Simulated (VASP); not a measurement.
The system is SiC.

```
CELL_PARAMETERS angstrom
-0.02277 2.24577 2.21357
2.12102 2.22221 0.00078
-2.07769 4.40032 -2.09958
ATOMIC_POSITIONS crystal
Si 0.11285 0.12778 0.62713
Si 0.61683 0.66029 0.13581
C 0.99401 0.98922 0.98789
C 0.52631 0.47270 0.49918
```

```yaml
Program: VASP 6.6.1
Task: relaxation of cell and atoms
Functional: PBE
Potentials_or_basis: VASP PAW PBE potentials, release 64 (Si, C)
Cutoff: 600 eV
k_mesh: 6 × 6 × 6
Occupations: gaussian, width 0.1 eV
Spin: no spin polarisation
```

At the start: pressure 9.3 GPa; volume 10.25 Å³/atom.

Q: How do energy, volume and symmetry change on relaxing?

A: Over 14 steps the energy falls by 158.1 meV/atom and the volume is 10.50 Å³/atom (+2.4 %); space group P1 (No. 1, to 0.1 Å) before, F-43m (No. 216, to 0.1 Å).

The path:
| step | energy change (eV) | largest force (eV/Å) | pressure (GPa) | volume (Å³) |
| --- | --- | --- | --- | --- |
| 1 | 0.0000 | 3.6789 | 9.30 | 40.98 |
| 2 | -0.0957 | 2.6668 | -6.61 | 44.49 |
| 3 | -0.5557 | 0.8973 | -3.66 | 42.74 |
| 4 | -0.6073 | 0.7573 | 1.59 | 41.69 |
| 5 | -0.6183 | 0.3556 | -0.07 | 41.99 |
| 6 | -0.6257 | 0.2577 | 0.47 | 41.89 |
| 7 | -0.6273 | 0.1750 | 0.27 | 41.92 |
| 8 | -0.6298 | 0.0956 | -0.08 | 41.99 |
| 9 | -0.6300 | 0.1346 | -0.20 | 42.02 |
| 10 | -0.6315 | 0.0789 | -0.06 | 41.99 |
| 11 | -0.6317 | 0.0767 | 0.01 | 41.97 |
| 12 | -0.6323 | 0.0524 | 0.06 | 41.96 |
| 13 | -0.6323 | 0.0478 | 0.06 | 41.97 |
| 14 | -0.6324 | 0.0173 | -0.03 | 41.98 |

Final structure:
```xyz
4
Lattice="0.0003 2.1898 2.1896 2.1893 2.1899 -0.0004 -2.1897 4.3785 -2.1888" Properties=species:S:1:pos:R:3 pbc="T T T"
Si   -1.0946    3.2835   -1.0942
Si    1.0947    3.2847    1.0950
C     0.0001    2.1900    2.1892
C    -0.0002    4.3794    0.0002
```
